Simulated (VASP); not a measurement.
# BaS (Fm-3m) in VASP: single point with PBE

Aim: the single point of BaS with PBE.

Program: VASP 6.6.1. These are calculated values, not measurements. Logs are shortened: lines on timing, memory, paths and dates and some standing lists are left out, and cuts for length are marked.

### 1 The cell of the first run

Symmetry: Fm-3m, No. 225, cubic system. The conventional cell has a = 6.429 Å, b = 6.429 Å, c = 6.429 Å, α = 90.00°, β = 90.00°, γ = 90.00°. Ba (site symmetry m-3m) has 6 S at 3.21 Å within 4.2 Å. S (site symmetry m-3m) has 6 Ba at 3.21 Å within 4.2 Å.

### 2 Single point, PBE

Contents of INCAR:

```
  PREC = Accurate
  ENCUT = 520
  EDIFF = 1E-6
  ISMEAR = 0
  SIGMA = 0.02
  LREAL = False
  LASPH = True
  NELM = 80
  ALGO = Normal
  ISIF = 2
  LWAVE = False
  LCHARG = False
  GGA = PE
  NBANDS = 33
```

Contents of KPOINTS:

```
Automatic mesh
0
Gamma
  9 9 4
```

Contents of POSCAR:

```
BaS
1.0
    4.5460010326     -0.0000002906      0.0000000000
   -2.2730002647      3.9369525251      0.0000000000
    0.0000000000      0.0000000000     11.1353793754
Ba S
3 3
Direct
    0.0000000000      0.0000000000      0.0000000000
    0.3333333333      0.6666666667      0.3333333333
    0.6666666667      0.3333333333      0.6666666667
    0.6666666667      0.3333333333      0.1666666667
    0.0000000000      0.0000000000      0.5000000000
    0.3333333333      0.6666666667      0.8333333333
```

Potentials or basis: VASP PAW PBE potentials, release 64 (Ba_sv, S).

The run is started by

```bash
$ cat potpaw_PBE.64/Ba_sv/POTCAR potpaw_PBE.64/S/POTCAR > POTCAR
$ mpirun -np 1 vasp_std > vasp.out
```

OUTCAR:

```text
PREC = Accurate
   ENCUT = 520
   EDIFF = 1E-6
   ISMEAR = 0
   LREAL = False
   LASPH = True
   NELM = 80
   ISIF = 2
   GGA = PE

 ion  position               nearest neighbor table
   1  0.000  0.000  0.000-   4 3.21   6 3.21   6 3.21   4 3.21   4 3.21   6 3.21   2 4.55   3 4.55
                             2 4.55   3 4.55   2 4.55   3 4.55
   2  0.333  0.667  0.333-   4 3.21   4 3.21   5 3.21   4 3.21   5 3.21   5 3.21   1 4.55   1 4.55
                             1 4.55   3 4.55   3 4.55   3 4.55
   3  0.667  0.333  0.667-   6 3.21   6 3.21   5 3.21   6 3.21   5 3.21   5 3.21   1 4.55   1 4.55
                             1 4.55   2 4.55   2 4.55   2 4.55
   4  0.667  0.333  0.167-   2 3.21   2 3.21   1 3.21   2 3.21   1 3.21   1 3.21
   5  0.000  0.000  0.500-   2 3.21   3 3.21   2 3.21   3 3.21   3 3.21   2 3.21
   6  0.333  0.667  0.833-   3 3.21   3 3.21   1 3.21   3 3.21   1 3.21   1 3.21

  LATTYP: Found a hexagonal cell.
 ALAT       =     4.5460010326
 C/A-ratio  =     2.4494889675

  Lattice vectors:

 A1 = (   4.5460010326,  -0.0000002906,   0.0000000000)
 A2 = (  -2.2730002647,   3.9369525251,   0.0000000000)
 A3 = (   0.0000000000,   0.0000000000,  11.1353793754)

Analysis of symmetry for initial positions (statically):
=====================================================================
 Subroutine PRICEL returns following result:

  LATTYP: Found a face centered cubic cell.
 ALAT       =     6.4290149576

  Lattice vectors:

 A1 = (   2.2730004322,  -1.3123176051,   3.7117931248)
 A2 = (   0.0000001675,   2.6246349200,   3.7117931248)
 A3 = (  -2.2730005997,  -1.3123173149,   3.7117931259)

   3 primitive cells build up your supercell.

 Routine SETGRP: Setting up the symmetry group for a
 hexagonal supercell.

 Subroutine GETGRP returns: Found 12 space group operations
 (whereof 12 operations were pure point group operations)
 out of a pool of 24 trial point group operations.

The static configuration has the point symmetry D_3d.

Analysis of symmetry for dynamics (positions and initial velocities):
=====================================================================
 Subroutine PRICEL returns following result:

  LATTYP: Found a face centered cubic cell.
 ALAT       =     6.4290149576

  Lattice vectors:

 A1 = (   2.2730004322,  -1.3123176051,   3.7117931248)
 A2 = (   0.0000001675,   2.6246349200,   3.7117931248)
 A3 = (  -2.2730005997,  -1.3123173149,   3.7117931259)

   3 primitive cells build up your supercell.

 Routine SETGRP: Setting up the symmetry group for a
 hexagonal supercell.

 Subroutine GETGRP returns: Found 12 space group operations
 (whereof 12 operations were pure point group operations)
 out of a pool of 24 trial point group operations.

The dynamic configuration has the point symmetry D_3d.

 Subroutine INISYM returns: Found 12 space group operations
 (whereof 12 operations are pure point group operations),
 and found     3 'primitive' translations

----------------------------------------------------------------------------------------

                                     Primitive cell

  volume of cell :      66.4314

  direct lattice vectors                    reciprocal lattice vectors
     2.273000432 -1.312317605  3.711793125     0.219973545 -0.127001804  0.089803855
     0.000000168  2.624634920  3.711793125     0.000000016  0.254003580  0.089803855
    -2.273000600 -1.312317315  3.711793126    -0.219973561 -0.127001776  0.089803855

  length of vectors
     4.546000073  4.546000073  4.546000074     0.269411491  0.269411491  0.269411491

  position of ions in fractional coordinates (direct lattice)
     0.000000000  0.000000000  0.000000000
     0.500000000  0.500000000  0.500000000

  ion indices of the primitive-cell ions
   primitive index   ion index
                 1           1
                 2           4

----------------------------------------------------------------------------------------

 KPOINTS: Automatic mesh

Automatic generation of k-mesh.
 Grid dimensions read from file:
 generate k-points for:    9    9    4

 Generating k-lattice:

  Cartesian coordinates                     Fractional coordinates (reciprocal lattice)
     0.024441507  0.014111308  0.000000000     0.111111111  0.000000000  0.000000000
     0.000000002  0.028222620  0.000000000     0.000000000  0.111111111  0.000000000
     0.000000000  0.000000000  0.022450964     0.000000000  0.000000000  0.250000000

  Length of vectors
     0.028222620  0.028222620  0.022450964

  Shift w.r.t. Gamma in fractional coordinates (k-lattice)
     0.000000000  0.000000000  0.000000000

 Subroutine IBZKPT returns following result:
 ===========================================

 Found     43 irreducible k-points:

 Following reciprocal coordinates:
            Coordinates               Weight
  0.000000  0.000000  0.000000      1.000000
  0.111111 -0.000000  0.000000      6.000000
  0.222222  0.000000  0.000000      6.000000
  0.333333  0.000000  0.000000      6.000000
  0.444444  0.000000  0.000000      6.000000
  0.111111  0.111111  0.000000      6.000000
[... 16 lines left out ...]
  0.222222  0.111111  0.250000     12.000000
 -0.111111  0.333333  0.250000     12.000000
 [... further k-points ...]
   k-points           NKPTS =     43   k-points in BZ     NKDIM =     43   number of bands    NBANDS=     33
   number of dos      NEDOS =    301   number of ions     NIONS =      6
   total plane-waves  NPLWV = 108864
   dimension x,y,z NGX =    36 NGY =   36 NGZ =   84
   dimension x,y,z NGXF=    72 NGYF=   72 NGZF=  168
   ions per type =               3   3
   NGX,Y,Z   is equivalent  to a cutoff of  13.17, 13.17, 12.54 a.u.
   NGXF,Y,Z  is equivalent  to a cutoff of  26.33, 26.33, 25.08 a.u.
 SYSTEM =  unknown system
   PREC   = accura    normal or accurate (medium, high low for compatibility)
   ISTART =      0    job   : 0-new  1-cont  2-samecut
   ICHARG =      2    charge: 1-file 2-atom 10-const
   ISPIN  =      1    spin polarized calculation?
   LNONCOLLINEAR =      F non collinear calculations
   LSORBIT =      F    spin-orbit coupling
   LASPH  =      T    aspherical Exc in radial PAW
   ENCUT  =  520.0 eV  38.22 Ry    6.18 a.u.   8.45  8.45 20.70*2*pi/ulx,y,z
   NELM   =     80;   NELMIN=  2; NELMDL= -5     # of ELM steps
   EDIFF  = 0.1E-05   stopping-criterion for ELM
   LREAL  =      F    real-space projection
   EDIFFG = 0.1E-04   stopping-criterion for IOM
   NSW    =      0    number of steps for IOM
   IBRION =     -1    ionic relax: 0-MD 1-quasi-New 2-CG
   NFREE  =      0    steps in history (QN), initial steepest desc. (CG)
   ISIF   =      2    stress and relaxation
   ISYM   =      2    0-nonsym 1-usesym 2-fastsym
   POTIM  = 0.5000    time-step for ionic-motion
   TEBEG  =    0.0;   TEEND  =   0.0 temperature during run
   PSTRESS=    0.0 pullay stress
   NELECT =      48.0000    total number of electrons
   NUPDOWN=      -1.0000    fix difference up-down
   EMIN   =  10.00;   EMAX   =-10.00  energy-range for DOS
   EFERMI =   0.00;   METHOD = LEGACY
   ISMEAR =     0;   SIGMA  =   0.02  broadening in eV -4-tet -1-fermi 0-gaus
   EFERMI_NEDOS =   21; number of points for ismear=-14 and -15
   IALGO  =     38    algorithm
   IMIX   =      4    mixing-type and parameters
     AMIX     =   0.40;   BMIX     =  1.00
     AMIX_MAG =   1.60;   BMIX_MAG =  1.00
  volume/ion in A,a.u.               =      33.22       224.15
  Fermi-wavevector in a.u.,A,eV,Ry     =   1.018569  1.924816 14.115803  1.037482
  Thomas-Fermi vector in A             =   2.152034
   LORBIT       =      0    0 simple, 1 ext, 2 COOP (PROOUT), +10 PAW based schemes
   GGA     = PE    functional components
   LHFCALC =     F    Hartree Fock is set to
   AEXX    =    0.0000 exact exchange contribution
   IVDW    =     0    specifies the selected vdW correction
   LEPSILON=     F    determine dielectric tensor
   LRPA    =     F    only Hartree local field effects (RPA)
 non-spin polarized calculation
 Gauss-broadening in eV      SIGMA  =   0.02
  energy-cutoff  :      520.00
  volume of cell :      199.29
 maximum number of plane-waves:      5447
 NGX is ok and might be reduce to    36
   NGX = 17   NGY = 17   NGZ = 41

 number of electron      48.0000002 magnetization

 Free energy of the ion-electron system (eV)
  ---------------------------------------------------
  ext. energy  EPLUGINS =         0.00000000
  ---------------------------------------------------
  free energy    TOTEN  =       -30.57832577 eV

  energy without entropy =      -30.57832577  energy(sigma->0) =      -30.57832577

 E-fermi :   1.5117     XC(G=0):  -8.5454

 val. band max:        1.3542808233   @ k =   0.0000   0.0000   0.0000
 cond. band min:       3.5396228149   @ k =   0.4444   0.0000   0.0000
 fundamental gap:      2.1853419917
 Fermi energy:         1.5117057250

 k-point     1 :       0.0000    0.0000    0.0000
  band No.  band energies     occupation
      1     -24.7826      2.00000
      2     -24.7523      2.00000
      3     -24.7523      2.00000
      4     -10.7150      2.00000
      5     -10.7150      2.00000
      6      -9.8677      2.00000
[... 25 lines left out ...]
     32       6.1250      0.00000
     33       6.6778      0.00000

 k-point     2 :       0.1111   -0.0000    0.0000
  band No.  band energies     occupation
      1     -24.7784      2.00000
      2     -24.7499      2.00000
      3     -24.7498      2.00000
      4     -10.6888      2.00000
      5     -10.6783      2.00000
      6     -10.0369      2.00000
[... 25 lines left out ...]
     32       6.4430      0.00000
     33       6.5702      0.00000
[... 754 lines left out ...]
     32       7.0084      0.00000
     33       7.0624      0.00000

 k-point    24 :      -0.1111    0.3333    0.2500
  band No.  band energies     occupation
      1     -24.7572      2.00000
      2     -24.7451      2.00000
      3     -24.7348      2.00000
      4     -10.5836      2.00000
      5     -10.5684      2.00000
      6     -10.4859      2.00000
[... 25 lines left out ...]
     32       6.8008      0.00000
     33       7.2932      0.00000

 [... further k-points ...]

------------------------ aborting loop because EDIFF is reached ----------------------------------------

  FORCE on cell =-STRESS in cart. coord.  units (eV):
  Direction    XX          YY          ZZ          XY          YZ          ZX
  --------------------------------------------------------------------------------------
  -------------------------------------------------------------------------------------
  Total        0.6609947      0.6609947      0.6607113     -0.0000000      0.0000000      0.0000000
  in kB        5.3139061      5.3139061      5.3116277     -0.0000000      0.0000000      0.0000000
  external PRESSURE =       5.3131466 kB  Pullay stress =       0.0000000 kB

 VOLUME and BASIS-vectors are now :
 -----------------------------------------------------------------------------
  energy-cutoff  :      520.00
  volume of cell :      199.29
      direct lattice vectors                 reciprocal lattice vectors
     4.546001033 -0.000000291  0.000000000     0.219973561  0.127001776  0.000000000
    -2.273000265  3.936952525  0.000000000     0.000000016  0.254003580  0.000000000
     0.000000000  0.000000000 11.135379375     0.000000000  0.000000000  0.089803855

 POSITION                                       TOTAL-FORCE (eV/Angst)
 -----------------------------------------------------------------------------------
      0.00000      0.00000      0.00000         0.000000     -0.000000     -0.000000
      0.00000      2.62463      3.71179         0.000000      0.000000     -0.000000
      2.27300      1.31232      7.42359        -0.000000     -0.000000      0.000000
      2.27300      1.31232      1.85590        -0.000000      0.000000      0.000000
      0.00000      0.00000      5.56769         0.000000      0.000000     -0.000000
      0.00000      2.62463      9.27948         0.000000      0.000000     -0.000000
 -----------------------------------------------------------------------------------
    total drift:                               -0.000000     -0.000000      0.000000

  FREE ENERGIE OF THE ION-ELECTRON SYSTEM (eV)
  ---------------------------------------------------
  free  energy   TOTEN  =       -30.5783257651 eV

  energy  without entropy=      -30.5783257651  energy(sigma->0) =      -30.57832577
```

Run time: 4.4 min. Hardware: 1 thread of Intel Xeon Platinum 8259CL at 2.50GHz (Skylake/Cascade Lake), shared host; peak memory 0.45 GiB.

Results:

- Free energy: -30.5783 eV
- Pressure: 0.5 GPa
- Band gap on the k mesh: 2.19 eV

Levels at points of the mesh, in eV from the valence-band top:
```csv
k point,band 22,band 23,band 24,band 25,band 26,band 27
"(0.00, 0.00, 0.00)",0.00,0.00,0.00,3.51,3.87,3.87
"(0.00, 0.00, 0.50)",-0.33,-0.33,-0.33,3.90,3.90,4.26
```

Caveat: spin-orbit coupling is left out, which moves the levels of the heavy elements; an odd mesh through Γ misses points on the zone boundary, where band edges can lie.
